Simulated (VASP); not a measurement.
# Al5Cu (P-3m1) in VASP: notebook

Runs on Al5Cu. Level: PBE. Tasks: single point.

All numbers are computed with VASP 6.6.1; they aren't measurements. Logs are shortened: lines on timing, memory, paths and dates and some standing lists are left out, and cuts for length are marked.

**1. The cell of the first run**

It takes space group P-3m1 (No. 164, trigonal). Conventional cell: a = 2.749 Å, b = 2.749 Å, c = 13.023 Å, α = 90.00°, β = 90.00°, γ = 120.00°. Within 3.6 Å of Al (site symmetry -3m) lie 12 Al at 2.75 to 2.76 Å. Al (site symmetry 3m) has 12 Al at 2.75 to 2.76 Å within 3.6 Å. Within 3.4 Å of Al (site symmetry 3m) lie 3 Cu at 2.55 Å and 9 Al at 2.75 to 2.76 Å. Cu (site symmetry -3m) has 6 Al at 2.55 Å and 6 Cu at 2.75 Å within 3.4 Å.

**2. Single point, PBE (volume scaled by 0.91, then relaxed in part)**

INCAR

```
ALGO = Fast ; EDIFF = 1E-6
ENCUT = 520 ; GGA = PE
ISIF = 2 ; ISMEAR = 0
LASPH = True ; LCHARG = False
LREAL = False ; LWAVE = False
NBANDS = 22 ; NELM = 100
PREC = Accurate ; SIGMA = 0.1
```

KPOINTS

```
k-points
0
Gamma
  18 18 4
```

POSCAR

```
Al5Cu
1.0
    2.7490737483     -0.0000000279      0.0000000000
   -1.3745368500      2.3807677168      0.0000000000
    0.0000000000      0.0000000000     13.0227165080
Al Cu
5 1
Direct
    0.0000000000      0.0000000000      0.0000000000
    0.3333333333      0.6666666667      0.8264504926
    0.6666666667      0.3333333333      0.6528850218
    0.3333333333      0.6666666667      0.3471149782
    0.6666666667      0.3333333333      0.1735495074
    0.0000000000      0.0000000000      0.5000000000
```

Potentials or basis: VASP PAW PBE potentials, release 64 (Al, Cu).

The run is started by

```bash
> cat potpaw_PBE.64/Al/POTCAR potpaw_PBE.64/Cu/POTCAR > POTCAR
> mpirun -np 1 vasp_std > vasp.out
```

OUTCAR:

```text
EDIFF = 1E-6
   ENCUT = 520
   GGA = PE
   ISIF = 2
   ISMEAR = 0
   LASPH = True
   LREAL = False
   NELM = 100
   PREC = Accurate

 ion  position               nearest neighbor table
   1  0.000  0.000  0.000-   2 2.76   5 2.76   2 2.76   5 2.76   5 2.76   2 2.76
   2  0.333  0.667  0.826-   1 2.76   1 2.76   1 2.76   3 2.76   3 2.76   3 2.76
   3  0.667  0.333  0.653-   6 2.55   6 2.55   6 2.55   2 2.76   2 2.76   2 2.76
   4  0.333  0.667  0.347-   6 2.55   6 2.55   6 2.55   5 2.76   5 2.76   5 2.76
   5  0.667  0.333  0.174-   1 2.76   1 2.76   1 2.76   4 2.76   4 2.76   4 2.76
   6  0.000  0.000  0.500-   3 2.55   4 2.55   4 2.55   3 2.55   3 2.55   4 2.55

  LATTYP: Found a hexagonal cell.
 ALAT       =     2.7490737483
 C/A-ratio  =     4.7371288297

  Lattice vectors:

 A1 = (   2.7490737483,  -0.0000000279,   0.0000000000)
 A2 = (  -1.3745368500,   2.3807677168,   0.0000000000)
 A3 = (   0.0000000000,   0.0000000000,  13.0227165080)

Analysis of symmetry for initial positions (statically):
=====================================================================
 Subroutine PRICEL returns:
 Original cell was already a primitive cell.

 Routine SETGRP: Setting up the symmetry group for a
 hexagonal supercell.

 Subroutine GETGRP returns: Found 12 space group operations
 (whereof 12 operations were pure point group operations)
 out of a pool of 24 trial point group operations.

The static configuration has the point symmetry D_3d.

Analysis of symmetry for dynamics (positions and initial velocities):
=====================================================================
 Subroutine PRICEL returns:
 Original cell was already a primitive cell.

 Routine SETGRP: Setting up the symmetry group for a
 hexagonal supercell.

 Subroutine GETGRP returns: Found 12 space group operations
 (whereof 12 operations were pure point group operations)
 out of a pool of 24 trial point group operations.

The dynamic configuration has the point symmetry D_3d.

 Subroutine INISYM returns: Found 12 space group operations
 (whereof 12 operations are pure point group operations),
 and found     1 'primitive' translations

----------------------------------------------------------------------------------------

                                     Primitive cell

  volume of cell :      85.2325
[... 92 lines left out ...]
   LNONCOLLINEAR =      F non collinear calculations
   LSORBIT =      F    spin-orbit coupling
   LASPH  =      T    aspherical Exc in radial PAW
   ENCUT  =  520.0 eV  38.22 Ry    6.18 a.u.   5.11  5.11 24.21*2*pi/ulx,y,z
   NELM   =    100;   NELMIN=  2; NELMDL= -5     # of ELM steps
   EDIFF  = 0.1E-05   stopping-criterion for ELM
   LREAL  =      F    real-space projection
   EDIFFG = 0.1E-04   stopping-criterion for IOM
   NSW    =      0    number of steps for IOM
   IBRION =     -1    ionic relax: 0-MD 1-quasi-New 2-CG
   NFREE  =      0    steps in history (QN), initial steepest desc. (CG)
   ISIF   =      2    stress and relaxation
   ISYM   =      2    0-nonsym 1-usesym 2-fastsym
   POTIM  = 0.5000    time-step for ionic-motion
   TEBEG  =    0.0;   TEEND  =   0.0 temperature during run
   PSTRESS=    0.0 pullay stress
   NELECT =      26.0000    total number of electrons
   NUPDOWN=      -1.0000    fix difference up-down
   EMIN   =  10.00;   EMAX   =-10.00  energy-range for DOS
   EFERMI =   0.00;   METHOD = LEGACY
   ISMEAR =     0;   SIGMA  =   0.10  broadening in eV -4-tet -1-fermi 0-gaus
   EFERMI_NEDOS =   21; number of points for ismear=-14 and -15
   IALGO  =     68    algorithm
   IMIX   =      4    mixing-type and parameters
     AMIX     =   0.40;   BMIX     =  1.00
     AMIX_MAG =   1.60;   BMIX_MAG =  1.00
  volume/ion in A,a.u.               =      14.21        95.86
  Fermi-wavevector in a.u.,A,eV,Ry     =   1.102041  2.082555 16.524188  1.214494
  Thomas-Fermi vector in A             =   2.238477
   LORBIT       =      0    0 simple, 1 ext, 2 COOP (PROOUT), +10 PAW based schemes
   GGA     = PE    functional components
   LHFCALC =     F    Hartree Fock is set to
   AEXX    =    0.0000 exact exchange contribution
   IVDW    =     0    specifies the selected vdW correction
   LEPSILON=     F    determine dielectric tensor
   LRPA    =     F    only Hartree local field effects (RPA)
 non-spin polarized calculation
 RMM-DIIS sequential band-by-band and
 Gauss-broadening in eV      SIGMA  =   0.10
  energy-cutoff  :      520.00
  volume of cell :       85.23
 maximum number of plane-waves:      2318
   NGX = 11   NGY = 11   NGZ = 49

 number of electron      26.0000001 magnetization

 Free energy of the ion-electron system (eV)
  ---------------------------------------------------
  ext. energy  EPLUGINS =         0.00000000
  ---------------------------------------------------
  free energy    TOTEN  =       -22.43429444 eV

  energy without entropy =      -22.42189436  energy(sigma->0) =      -22.42809440

 E-fermi :   9.0952     XC(G=0): -10.9151

 val. band max:        9.0793971547   @ k =   0.3889  -0.0000   0.5000
 cond. band min:       9.1045609903   @ k =   0.3889   0.0556   0.0000
 fundamental gap:      0.0251638356
 Fermi energy:         9.0952454422

 k-point     1 :       0.0000    0.0000    0.0000
  band No.  band energies     occupation
      1      -2.6734      2.00000
      2      -1.9240      2.00000
      3      -1.5333      2.00000
      4       0.6886      2.00000
      5       1.1111      2.00000
      6       4.1754      2.00000
[... 589 lines left out ...]
     21      13.8434      0.00000
     22      14.4922      0.00000

 [... further k-points ...]
[... 5 lines left out ...]
  --------------------------------------------------------------------------------------
  -------------------------------------------------------------------------------------
  Total        5.3251152      5.3251152      5.3696871     -0.0000000      0.0000000      0.0000000
  in kB      100.1001183    100.1001183    100.9379694     -0.0000000      0.0000000      0.0000000
  external PRESSURE =     100.3794020 kB  Pullay stress =       0.0000000 kB

 VOLUME and BASIS-vectors are now :
 -----------------------------------------------------------------------------
  energy-cutoff  :      520.00
  volume of cell :       85.23
      direct lattice vectors                 reciprocal lattice vectors
     2.749073748 -0.000000028  0.000000000     0.363758887  0.210016286  0.000000000
    -1.374536850  2.380767717  0.000000000     0.000000004  0.420032580  0.000000000
     0.000000000  0.000000000 13.022716508     0.000000000  0.000000000  0.076788894

 POSITION                                       TOTAL-FORCE (eV/Angst)
 -----------------------------------------------------------------------------------
      0.00000      0.00000      0.00000         0.000000     -0.000000     -0.000000
      0.00000      1.58718     10.76263        -0.000000      0.000000      0.000970
      1.37454      0.79359      8.50234         0.000000      0.000000      0.016860
      0.00000      1.58718      4.52038        -0.000000     -0.000000     -0.016860
      1.37454      0.79359      2.26009         0.000000     -0.000000     -0.000970
      0.00000      0.00000      6.51136         0.000000     -0.000000     -0.000000
 -----------------------------------------------------------------------------------
    total drift:                                0.000000      0.000000      0.000000

  FREE ENERGIE OF THE ION-ELECTRON SYSTEM (eV)
  ---------------------------------------------------
  free  energy   TOTEN  =       -22.4342944351 eV

  energy  without entropy=      -22.4218943563  energy(sigma->0) =      -22.42809440
```

Run time: 3.2 min. Hardware: 1 thread of Intel Xeon 6975P-C (Granite Rapids), shared host; peak memory 0.35 GiB.

What came out:

```yaml
Free_energy: -22.4343 eV
Pressure: 10.0 GPa
Largest_force: 0.017 eV/Å
Band_gap_on_the_k_mesh: zero (band 13 reaches 11.81 eV, above the bottom of band 14 at 7.55 eV)
```

Forces on the atoms (eV/Å):
```
Al   0.000  0.000  0.000
Al   0.000  0.000  0.001
Al   0.000  0.000  0.017
Al   0.000  0.000 -0.017
Al   0.000  0.000 -0.001
Cu   0.000  0.000  0.000
```

**3. Single point, PBE (volume scaled by 0.94, then relaxed in part)**

INCAR

```
SYSTEM = Al5Cu
ALGO = Fast
EDIFF = 1E-7
ENCUT = 520
GGA = PE
ISIF = 2
ISMEAR = 0
LASPH = .TRUE.
LCHARG = .TRUE.
LELF = .TRUE.
LREAL = .FALSE.
LVHAR = .TRUE.
LWAVE = .FALSE.
NBANDS = 22
NELM = 60
PREC = Accurate
SIGMA = 0.1
```

KPOINTS

```
k-points
0
G
  18 18 4
  0 0 0
```

POSCAR

```
Al5Cu
1.0
    2.7812042077     -0.0000000282      0.0000000000
   -1.3906020794      2.4085935111      0.0000000000
    0.0000000000      0.0000000000     13.1430171180
Al Cu
5 1
Direct
    0.0000000000      0.0000000000      0.0000000000
    0.3333333333      0.6666666667      0.8260272702
    0.6666666667      0.3333333333      0.6522270975
    0.3333333333      0.6666666667      0.3477729025
    0.6666666667      0.3333333333      0.1739727298
    0.0000000000      0.0000000000      0.5000000000
```

Potentials or basis: VASP PAW PBE potentials, release 64 (Al, Cu).

The run is started by

```bash
> cat potpaw_PBE.64/Al/POTCAR potpaw_PBE.64/Cu/POTCAR > POTCAR
> mpirun -np 1 vasp_std > vasp.out
```

Wall time 5.8 min (1 thread of Intel Xeon 6975P-C (Granite Rapids), shared host); peak memory 0.39 GiB.

It converged, with:

- Free energy: -22.5759 eV
- Pressure: 6.2 GPa
- Largest force: 0.017 eV/Å
- Band gap on the k mesh: zero (band 13 reaches 11.43 eV, above the bottom of band 14 at 7.23 eV)

Forces on the atoms (eV/Å):
```
Al   0.000  0.000  0.000
Al   0.000  0.000  0.002
Al   0.000  0.000  0.017
Al   0.000  0.000 -0.017
Al   0.000  0.000 -0.002
Cu   0.000  0.000  0.000
```

Levels at points of the mesh, in eV from the Fermi level:
```csv
k point,band 10,band 11,band 12,band 13,band 14,band 15,band 16,band 17
"(0.00, 0.00, 0.00)",-3.25,-3.25,-2.75,1.66,2.59,8.53,9.38,11.56
"(0.50, 0.00, 0.00)",-2.69,-2.53,-2.53,-1.77,-0.96,-0.35,1.74,2.60
"(0.00, 0.00, 0.50)",-3.25,-3.25,-1.40,-0.32,5.01,5.84,11.59,11.59
"(0.50, 0.00, 0.50)",-3.01,-2.91,-2.69,-1.66,-0.15,0.05,0.78,1.11
```

[end of part 1 of 2]
